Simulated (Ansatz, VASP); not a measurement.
# AlNi: VASP beside Ansatz

```
Al Ni
1.0
     2.86407    0.07439    0.07439
     0.07439    2.86407    0.07439
     0.07439    0.07439    2.86407
Al Ni
1 1
Direct
  0.00000 0.00000 0.00000
  0.50000 0.50000 0.50000
```

Alike in both runs: task single point; functional PBEsol; k mesh 24 × 24 × 24; occupations gaussian, width 0.15 eV; no spin polarisation.

|  | VASP | Ansatz |
| --- | --- | --- |
| version | VASP 6.6.1 | Ansatz 0.2.0 |
| potentials or method | VASP PAW PBE potentials, release 64 (Al, Ni), cutoff 520 eV | scalar-relativistic, plane waves, PAW |
| valence electrons in the cell | 13 | 21 |

Ansatz gave:

| Property | Result |
| --- | --- |
| gap on the k mesh at the Fermi level (eV) | none |
| pressure (GPa) | 1.1 |
| traceless stress, the component that is largest in VASP (GPa) | -5.59 |

Question: What did VASP give for the same quantities?

Answer: gap on the k mesh at the Fermi level (eV): none; pressure (GPa): 1.2; traceless stress, the component that is largest in VASP (GPa): -5.59.

VASP's potentials were made for PBE, not for PBEsol. A gap of «none» marks a metal or a gap that the smearing closes. With one functional, cell and mesh, what is left measures potentials, basis and numerics. VASP's potentials hold 13 valence electrons a cell and Ansatz's 21, so a difference there can come from the potentials and not from the codes.
